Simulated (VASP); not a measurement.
## Y: single point with PBEsol

The system is Y.

```
Y
1.0
     3.65150    0.00913    0.00000
    -1.81784    3.15773    0.00000
     0.00000    0.00000    5.74740
Y
2
Direct
  0.33333 0.66667 0.25000
  0.66667 0.33333 0.75000
```

This cell differs from its parent crystal: strain +0.0050 x Voigt [0, 0, 0, 0, 0, 1].

```yaml
Program: VASP 6.6.1
Task: single point
Functional: PBEsol
Potentials_or_basis: VASP PAW PBE potentials, release 64 (Y_sv)
Cutoff: 520 eV
k_mesh: 18 × 18 × 8
Occupations: gaussian, width 0.15 eV
Spin: no spin polarisation
Dipole_correction: no
Further_INCAR_settings: ALGO = Fast; EDIFF = 1e-06; NBANDS = 18
```

```yaml
Pressure: -2.4 GPa
Largest_force: 0.006 eV/Å
Band_gap_on_the_k_mesh: zero (bands 11 and 12 overlap by 1.40 eV)
```

Forces on the atoms (eV/Å):
```
Y   -0.006  0.000  0.000
Y    0.006  0.000  0.000
```

Stress tensor (GPa, compression positive):
```
-2.11 -0.14  0.00
-0.14 -2.11  0.00
 0.00  0.00 -2.84
```

Levels at points of the mesh, in eV from the Fermi level:
```
           k point  band 9  band 10  band 11  band 12  band 13  band 14
(0.00, 0.00, 0.00)   -4.69    -1.86     0.85     1.70     1.77     2.00
(0.50, 0.00, 0.00)   -1.69    -1.17    -0.80    -0.12     1.36     1.49
(0.00, 0.50, 0.00)   -1.68    -1.17    -0.80    -0.10     1.36     1.47
(0.50, 0.50, 0.00)   -1.67    -1.17    -0.80    -0.09     1.37     1.45
(0.00, 0.00, 0.50)   -3.26    -3.26     0.93     0.93     1.63     1.63
(0.50, 0.00, 0.50)   -1.65    -1.65     0.06     0.06     1.35     1.35
(0.00, 0.50, 0.50)   -1.64    -1.64     0.06     0.06     1.36     1.36
(0.50, 0.50, 0.50)   -1.64    -1.64     0.07     0.07     1.37     1.37
```

Run time: 41 min on 1 thread of Intel Xeon 8259CL, on a shared host, peak memory 0.93 GiB.

Caveat: the cell differs from its parent crystal (strain +0.0050 x Voigt [0, 0, 0, 0, 0, 1]); the PAW data sets were made with another functional, which shifts forces and pressure a little.
